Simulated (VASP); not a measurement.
# BeZn7O8 (pbe) (Cm) in VASP: notebook

Runs on BeZn7O8 (pbe). Level: PBE. Tasks: single point.

Everything below comes from runs of VASP 6.6.1. Logs are shortened: lines on timing, memory, paths and dates and some standing lists are left out, and cuts for length are marked.

**1. The cell of the first run**

Symmetry: Cm, No. 8, monoclinic system. The conventional cell has a = 10.203 Å, b = 6.362 Å, c = 7.509 Å, α = 90.00°, β = 132.80°, γ = 90.00°. Be (site symmetry m) has 4 O at 1.93 to 1.95 Å within 2.6 Å. Zn (site symmetry 1) has 4 O at 1.93 to 1.95 Å within 2.6 Å. Zn (site symmetry m) has 4 O at 1.93 to 1.95 Å within 2.6 Å. Zn (site symmetry 1) has 4 O at 1.93 to 1.95 Å within 2.6 Å. Zn (site symmetry m) has 4 O at 1.93 to 1.95 Å within 2.6 Å. Within 2.6 Å of Zn (site symmetry m) lie 4 O at 1.93 to 1.95 Å. O (site symmetry m) has 3 Zn at 1.93 Å and 1 Be at 1.95 Å within 2.6 Å. O (site symmetry m) has 4 Zn at 1.93 to 1.95 Å within 2.6 Å.

**2. Single point, PBE**

Input file INCAR:

```
PREC = Accurate
ENCUT = 520
EDIFF = 1E-7
ISMEAR = 0
SIGMA = 0.1
LREAL = Auto
LASPH = T
NELM = 60
ALGO = Normal
ISIF = 2
LWAVE = F
LCHARG = F
GGA = PE
NBANDS = 81
```

Input file KPOINTS:

```
regular mesh
0
Gamma
  4 4 4
```

Input file POSCAR:

```
BeZn7O8
1.0
    3.1810000000      0.0000000000      5.1015000000
    3.1810000000      0.0000000000     -5.1015000000
   -3.1810000000      5.5096536189      0.0000000000
Be Zn O
1 7 8
Direct
    0.1666666700      0.1666666700      0.3333333300
    0.1666666700      0.1666666700      0.8333333300
    0.6666666700      0.6666666700      0.3333333300
    0.6666666700      0.6666666700      0.8333333300
    0.0833333300      0.5833333300      0.1666666700
    0.5833333300      0.0833333300      0.1666666700
    0.0833333300      0.5833333300      0.6666666700
    0.5833333300      0.0833333300      0.6666666700
    0.3576666700      0.9756666700      0.3333333300
    0.8576666700      0.4756666700      0.3333333300
    0.3576666700      0.9756666700      0.8333333300
    0.8576666700      0.4756666700      0.8333333300
    0.2743333300      0.3923333300      0.1666666700
    0.2743333300      0.3923333300      0.6666666700
    0.7743333300      0.8923333300      0.1666666700
    0.7743333300      0.8923333300      0.6666666700
```

Potentials or basis: VASP PAW PBE potentials, release 64 (Be, Zn, O).

Run with:

```bash
$ cat potpaw_PBE.64/Be/POTCAR potpaw_PBE.64/Zn/POTCAR potpaw_PBE.64/O/POTCAR > POTCAR
$ mpirun -np 1 vasp_std > vasp.out
```

OUTCAR:

```text
PREC = Accurate
   ENCUT = 520
   EDIFF = 1E-7
   ISMEAR = 0
   LREAL = Auto
   LASPH = T
   NELM = 60
   ISIF = 2
   GGA = PE

 ion  position               nearest neighbor table
   1  0.167  0.167  0.333-  13 1.93  15 1.93  14 1.93   9 1.95
   2  0.167  0.167  0.833-  14 1.93  16 1.93  13 1.93  11 1.95
   3  0.667  0.667  0.333-  15 1.93  13 1.93  16 1.93  10 1.95
   4  0.667  0.667  0.833-  16 1.93  14 1.93  15 1.93  12 1.95
   5  0.083  0.583  0.167-  10 1.93   9 1.93  12 1.93  13 1.95
   6  0.583  0.083  0.167-   9 1.93  10 1.93  11 1.93  15 1.95
[... 8 lines left out ...]
  15  0.774  0.892  0.167-   3 1.93   1 1.93   4 1.93   6 1.95
  16  0.774  0.892  0.667-   4 1.93   2 1.93   3 1.93   8 1.95

  LATTYP: Found a face centered orthorhombic cell.
 ALAT       =     6.3620000000
 B/A-ratio  =     1.6037409620
 C/A-ratio  =     1.7320508076

  Lattice vectors:

 A1 = (   0.0000000000,   5.5096536189,  -5.1015000000)
 A2 = (   3.1810000000,   5.5096536189,   0.0000000000)
 A3 = (   3.1810000000,   0.0000000000,  -5.1015000000)

Analysis of symmetry for initial positions (statically):
=====================================================================
 Subroutine PRICEL returns:
 Original cell was already a primitive cell.

 Routine SETGRP: Setting up the symmetry group for a
 face centered orthorhombic supercell.

 Subroutine GETGRP returns: Found  2 space group operations
 (whereof  2 operations were pure point group operations)
 out of a pool of  8 trial point group operations.

The static configuration has the point symmetry C_1h.

Analysis of symmetry for dynamics (positions and initial velocities):
=====================================================================
 Subroutine PRICEL returns:
 Original cell was already a primitive cell.

 Routine SETGRP: Setting up the symmetry group for a
 face centered orthorhombic supercell.

 Subroutine GETGRP returns: Found  2 space group operations
 (whereof  2 operations were pure point group operations)
 out of a pool of  8 trial point group operations.

The dynamic configuration has the point symmetry C_1h.

 Subroutine INISYM returns: Found  2 space group operations
 (whereof  2 operations are pure point group operations),
 and found     1 'primitive' translations

----------------------------------------------------------------------------------------

                                     Primitive cell

  volume of cell :     178.8199

  direct lattice vectors                    reciprocal lattice vectors
     3.181000000  0.000000000  5.101500000     0.157183276  0.090749807  0.098010389
     3.181000000  0.000000000 -5.101500000     0.157183276  0.090749807 -0.098010389
    -3.181000000  5.509653619  0.000000000     0.000000000  0.181499613  0.000000000

  length of vectors
     6.011993284  6.011993284  6.362000000     0.206272019  0.206272019  0.181499613

  position of ions in fractional coordinates (direct lattice)
     0.166666670  0.166666670  0.333333330
     0.166666670  0.166666670  0.833333330
     0.666666670  0.666666670  0.333333330
     0.666666670  0.666666670  0.833333330
     0.083333330  0.583333330  0.166666670
     0.583333330  0.083333330  0.166666670
[... 8 lines left out ...]
     0.774333330  0.892333330  0.166666670
     0.774333330  0.892333330  0.666666670

  ion indices of the primitive-cell ions
   primitive index   ion index
                 1           1
                 2           2
                 3           3
                 4           4
                 5           5
                 6           6
[... 8 lines left out ...]
                15          15
                16          16

----------------------------------------------------------------------------------------

 KPOINTS: regular mesh

Automatic generation of k-mesh.
 Grid dimensions read from file:
 generate k-points for:    4    4    4

 Generating k-lattice:

  Cartesian coordinates                     Fractional coordinates (reciprocal lattice)
     0.039295819  0.022687452  0.024502597     0.250000000  0.000000000  0.000000000
     0.039295819  0.022687452 -0.024502597     0.000000000  0.250000000  0.000000000
     0.000000000  0.045374903  0.000000000     0.000000000  0.000000000  0.250000000

  Length of vectors
     0.051568005  0.051568005  0.045374903

  Shift w.r.t. Gamma in fractional coordinates (k-lattice)
     0.000000000  0.000000000  0.000000000

 Subroutine IBZKPT returns following result:
 ===========================================

 Found     24 irreducible k-points:

 Following reciprocal coordinates:
            Coordinates               Weight
  0.000000  0.000000  0.000000      1.000000
  0.250000 -0.000000  0.000000      4.000000
  0.000000 -0.250000 -0.000000      4.000000
  0.500000 -0.000000  0.000000      2.000000
 -0.000000  0.500000  0.000000      2.000000
  0.250000  0.250000  0.000000      4.000000
[... 16 lines left out ...]
 -0.250000  0.250000  0.500000      2.000000
  0.500000  0.500000  0.500000      1.000000
   k-points           NKPTS =     24   k-points in BZ     NKDIM =     24   number of bands    NBANDS=     81
   number of dos      NEDOS =    301   number of ions     NIONS =     16
   total plane-waves  NPLWV = 110592
   dimension x,y,z NGX =    48 NGY =   48 NGZ =   48
   dimension x,y,z NGXF=    96 NGYF=   96 NGZF=   96
   ions per type =               1   7   8
   NGX,Y,Z   is equivalent  to a cutoff of  13.27, 13.27, 12.54 a.u.
   NGXF,Y,Z  is equivalent  to a cutoff of  26.55, 26.55, 25.09 a.u.
 SYSTEM =  unknown system
   PREC   = accura    normal or accurate (medium, high low for compatibility)
   ISTART =      0    job   : 0-new  1-cont  2-samecut
   ICHARG =      2    charge: 1-file 2-atom 10-const
   ISPIN  =      1    spin polarized calculation?
   LNONCOLLINEAR =      F non collinear calculations
   LSORBIT =      F    spin-orbit coupling
   LASPH  =      T    aspherical Exc in radial PAW
   ENCUT  =  520.0 eV  38.22 Ry    6.18 a.u.  11.18 11.18 11.83*2*pi/ulx,y,z
   NELM   =     60;   NELMIN=  2; NELMDL= -5     # of ELM steps
   EDIFF  = 0.1E-06   stopping-criterion for ELM
   LREAL  =      T    real-space projection
   EDIFFG = 0.1E-05   stopping-criterion for IOM
   NSW    =      0    number of steps for IOM
   IBRION =     -1    ionic relax: 0-MD 1-quasi-New 2-CG
   NFREE  =      0    steps in history (QN), initial steepest desc. (CG)
   ISIF   =      2    stress and relaxation
   ISYM   =      2    0-nonsym 1-usesym 2-fastsym
   POTIM  = 0.5000    time-step for ionic-motion
   TEBEG  =    0.0;   TEEND  =   0.0 temperature during run
   PSTRESS=    0.0 pullay stress
   NELECT =     134.0000    total number of electrons
   NUPDOWN=      -1.0000    fix difference up-down
   EMIN   =  10.00;   EMAX   =-10.00  energy-range for DOS
   EFERMI =   0.00;   METHOD = LEGACY
   ISMEAR =     0;   SIGMA  =   0.10  broadening in eV -4-tet -1-fermi 0-gaus
   EFERMI_NEDOS =   21; number of points for ismear=-14 and -15
   IALGO  =     38    algorithm
   IMIX   =      4    mixing-type and parameters
     AMIX     =   0.40;   BMIX     =  1.00
     AMIX_MAG =   1.60;   BMIX_MAG =  1.00
  volume/ion in A,a.u.               =      11.18        75.42
  Fermi-wavevector in a.u.,A,eV,Ry     =   1.486978  2.809981 30.083882  2.211103
  Thomas-Fermi vector in A             =   2.600196
   LORBIT       =      0    0 simple, 1 ext, 2 COOP (PROOUT), +10 PAW based schemes
   GGA     = PE    functional components
   LHFCALC =     F    Hartree Fock is set to
   AEXX    =    0.0000 exact exchange contribution
   IVDW    =     0    specifies the selected vdW correction
   LEPSILON=     F    determine dielectric tensor
   LRPA    =     F    only Hartree local field effects (RPA)
 non-spin polarized calculation
 Gauss-broadening in eV      SIGMA  =   0.10
  energy-cutoff  :      520.00
  volume of cell :      178.82
 maximum number of plane-waves:      4836
 NGX is ok and might be reduce to    48
   NGX = 23   NGY = 23   NGZ = 23

 number of electron     133.9999893 magnetization

 Free energy of the ion-electron system (eV)
  ---------------------------------------------------
  ext. energy  EPLUGINS =         0.00000000
  ---------------------------------------------------
  free energy    TOTEN  =       -74.44542614 eV

  energy without entropy =      -74.44542614  energy(sigma->0) =      -74.44542614

 E-fermi :   2.1594     XC(G=0): -10.9959

 val. band max:        1.6923204314   @ k =   0.0000   0.0000   0.0000
 cond. band min:       2.8092994624   @ k =   0.0000   0.0000   0.0000
 fundamental gap:      1.1169790310
 Fermi energy:         2.1594204012

 k-point     1 :       0.0000    0.0000    0.0000
  band No.  band energies     occupation
      1     -16.7455      2.00000
      2     -15.9761      2.00000
      3     -15.9348      2.00000
      4     -15.8909      2.00000
      5     -15.8297      2.00000
      6     -15.8135      2.00000
[... 71 lines left out ...]
     78      10.5527      0.00000
     79      10.5971      0.00000

 k-point     2 :       0.2500   -0.0000    0.0000
  band No.  band energies     occupation
      1     -16.6244      2.00000
      2     -16.0032      2.00000
      3     -15.9732      2.00000
      4     -15.9299      2.00000
      5     -15.8812      2.00000
      6     -15.8248      2.00000
[... 71 lines left out ...]
     78      10.3356      0.00000
     79      10.6234      0.00000
[... 1720 lines left out ...]
     78      10.4919      0.00000
     79      10.6754      0.00000

 k-point    24 :       0.5000    0.5000    0.5000
  band No.  band energies     occupation
      1     -16.1563      2.00000
      2     -16.1160      2.00000
      3     -16.0943      2.00000
      4     -16.0508      2.00000
      5     -16.0049      2.00000
      6     -15.9489      2.00000
[... 71 lines left out ...]
     78      10.5116      0.00000
     79      10.7314      0.00000
 [bands above 79 left out]

------------------------ aborting loop because EDIFF is reached ----------------------------------------

  FORCE on cell =-STRESS in cart. coord.  units (eV):
  Direction    XX          YY          ZZ          XY          YZ          ZX
  --------------------------------------------------------------------------------------
  -------------------------------------------------------------------------------------
  Total       10.7889703     10.8159975     10.8905883      0.0000000     -0.0011144      0.0000000
  in kB       96.6662176     96.9083746     97.5766879      0.0000000     -0.0099846      0.0000000
  external PRESSURE =      97.0504267 kB  Pullay stress =       0.0000000 kB

 VOLUME and BASIS-vectors are now :
 -----------------------------------------------------------------------------
  energy-cutoff  :      520.00
  volume of cell :      178.82
      direct lattice vectors                 reciprocal lattice vectors
     3.181000000  0.000000000  5.101500000     0.157183276  0.090749807  0.098010389
     3.181000000  0.000000000 -5.101500000     0.157183276  0.090749807 -0.098010389
    -3.181000000  5.509653619  0.000000000     0.000000000  0.181499613  0.000000000

 POSITION                                       TOTAL-FORCE (eV/Angst)
 -----------------------------------------------------------------------------------
      0.00000      1.83655      0.00000         0.000000      0.002247      0.111953
     -1.59050      4.59138      0.00000        -0.078865     -0.048525      0.098573
      3.18100      1.83655      0.00000         0.000000      0.092816      0.134519
      1.59050      4.59138      0.00000         0.078865     -0.048525      0.098573
      1.59050      0.91828     -2.55075        -0.074001      0.048145     -0.023473
      1.59050      0.91828      2.55075         0.074001      0.048145     -0.023473
[... 8 lines left out ...]
      4.77150      0.91828     -0.60198         2.303357      1.339234      0.820735
      3.18100      3.67310     -0.60198         0.000000     -0.009788     -0.074574
 -----------------------------------------------------------------------------------
    total drift:                                0.000015      0.000426      0.015947

  FREE ENERGIE OF THE ION-ELECTRON SYSTEM (eV)
  ---------------------------------------------------
  free  energy   TOTEN  =       -74.4454261350 eV

  energy  without entropy=      -74.4454261350  energy(sigma->0) =      -74.44542614
```

Run time: 20 min. Hardware: 1 thread of Oxide Virtual Turin-like, shared host; peak memory 0.41 GiB.

Results:

* Free energy: -74.4454 eV
* Pressure: 9.7 GPa
* Largest force: 2.800 eV/Å
* Band gap on the k mesh: 1.12 eV, direct

Forces in eV/Å, atoms in the order of the input:
```
Be   0.000  0.002  0.112
Zn  -0.079 -0.049  0.099
Zn   0.000  0.093  0.135
Zn   0.079 -0.049  0.099
Zn  -0.074  0.048 -0.023
Zn   0.074  0.048 -0.023
Zn   0.000 -0.090  0.042
Zn   0.000 -0.004 -0.018
O    0.000 -0.016 -2.735
O    0.000 -0.007 -0.058
O   -0.008  0.012 -0.019
O    0.008  0.012 -0.019
O   -2.303  1.339  0.821
O    0.000 -2.670  0.844
O    2.303  1.339  0.821
O    0.000 -0.010 -0.075
```

Levels at points of the mesh, in eV from the valence-band top:
```
           k point  band 63  band 64  band 65  band 66  band 67  band 68  band 69  band 70  band 71  band 72
(0.00, 0.00, 0.00)    -0.85    -0.79    -0.11     0.00     0.00     1.12     5.49     5.66     5.73     5.93
(0.50, 0.00, 0.00)    -1.08    -0.79    -0.67    -0.59    -0.52     3.87     4.00     6.18     6.28     6.39
(0.00, 0.50, 0.00)    -1.07    -0.74    -0.71    -0.56    -0.49     3.83     4.02     6.18     6.29     6.51
(0.50, 0.50, 0.00)    -0.89    -0.54    -0.51    -0.30    -0.30     3.71     3.83     5.67     5.94     6.09
(0.00, 0.00, 0.50)    -1.25    -0.62    -0.56    -0.48    -0.34     3.48     3.64     6.52     6.54     6.77
(0.50, 0.50, 0.50)    -1.25    -1.23    -0.93    -0.89    -0.89     4.88     5.04     5.06     5.22     6.20
```

Caveat: forces of over 1 eV/Å act on the atoms, so gaps and moduli don't describe the material at rest.

**3. Single point, PBE**

This run uses another cell than the first one, of 11.52 Å³/atom, 1.031 times its volume.

Input file INCAR:

```
PREC     = Accurate       # precision mode
ENCUT    = 520            # plane-wave cutoff, eV
EDIFF    = 1E-6           # SCF threshold, eV
ISMEAR   = 0              # smearing method
SIGMA    = 0.1            # smearing width, eV
LREAL    = Auto         
LASPH    = T              # aspherical terms in the spheres
NELM     = 80             # most SCF steps
ALGO     = Normal         # electronic algorithm
ISIF     = 2              # what is computed and relaxed
LWAVE    = F              # write WAVECAR
LCHARG   = F              # write CHGCAR
GGA      = PE             # functional
NBANDS   = 81             # bands
```

Input file KPOINTS:

```
Automatic mesh
0
Gamma
  4 4 4
```

Input file POSCAR:

```
BeZn7O8
1.0
    3.1993409155     -0.0148237691      5.1860636752
    3.1993409155      0.0148237691     -5.1860636752
   -3.1993409155      5.5548834060     -0.0160097683
Be Zn O
1 7 8
Direct
    0.1685673827      0.1628304903      0.3313978730
    0.1642487470      0.1632268216      0.8357396442
    0.6657002631      0.6672290464      0.3329293096
    0.6725128226      0.6714908972      0.8357396442
    0.0909893652      0.5866827247      0.1738012442
    0.5871185194      0.0828118789      0.1738012442
    0.0922781995      0.5683993425      0.6606775420
    0.5696676392      0.0895341345      0.6592017737
    0.3298404419      0.9974382236      0.3272786655
    0.8552748128      0.4791664859      0.3344412987
    0.3550052958      0.9696437428      0.8356725173
    0.8660287744      0.4806672215      0.8356725173
    0.2616519467      0.3689309646      0.1855132118
    0.2690212966      0.3604310180      0.6294523146
    0.8165822472      0.9238612651      0.1855132118
    0.7635122460      0.8996557423      0.6631679883
```

Potentials or basis: VASP PAW PBE potentials, release 64 (Be, Zn, O).

Run with:

```bash
$ cat potpaw_PBE.64/Be/POTCAR potpaw_PBE.64/Zn/POTCAR potpaw_PBE.64/O/POTCAR > POTCAR
$ mpirun -np 1 vasp_std > vasp.out
```

Wall time 18 min (1 thread of Oxide Virtual Turin-like, shared host); peak memory 0.41 GiB.

It converged, with:

| Item | Value |
| --- | --- |
| Free energy | -76.0604 eV |
| Pressure | 1.0 GPa |
| Largest force | 0.045 eV/Å |
| Band gap on the k mesh | 1.09 eV, direct |

Forces in eV/Å, atoms in the order of the input:
```
Be   0.000 -0.003  0.000
Zn   0.010  0.008 -0.001
Zn   0.000 -0.020 -0.015
Zn  -0.010  0.008 -0.001
Zn   0.015  0.006  0.024
Zn  -0.015  0.006  0.024
Zn   0.000  0.003  0.005
Zn   0.000 -0.011 -0.003
O    0.000 -0.005 -0.044
O    0.000  0.006 -0.002
O   -0.004 -0.003  0.000
O    0.004 -0.003  0.000
O   -0.031  0.020  0.007
O    0.000 -0.035  0.015
O    0.031  0.020  0.007
O    0.000  0.003 -0.016
```

Levels at points of the mesh, in eV from the valence-band top:
```tsv
k point	band 64	band 65	band 66	band 67	band 68	band 69	band 70	band 71
(0.00, 0.00, 0.00)	-0.64	-0.12	-0.01	0.00	1.09	4.97	5.61	5.78
(0.50, 0.00, 0.00)	-0.76	-0.56	-0.51	-0.32	3.50	3.92	5.56	5.89
(0.00, 0.50, 0.00)	-0.67	-0.55	-0.43	-0.38	3.59	3.97	5.59	5.97
(0.50, 0.50, 0.00)	-0.48	-0.44	-0.24	-0.19	3.39	3.78	5.52	5.65
(0.00, 0.00, 0.50)	-0.51	-0.46	-0.46	-0.23	3.23	3.54	6.17	6.21
(0.50, 0.50, 0.50)	-1.07	-0.72	-0.70	-0.59	4.11	4.78	4.91	5.46
```
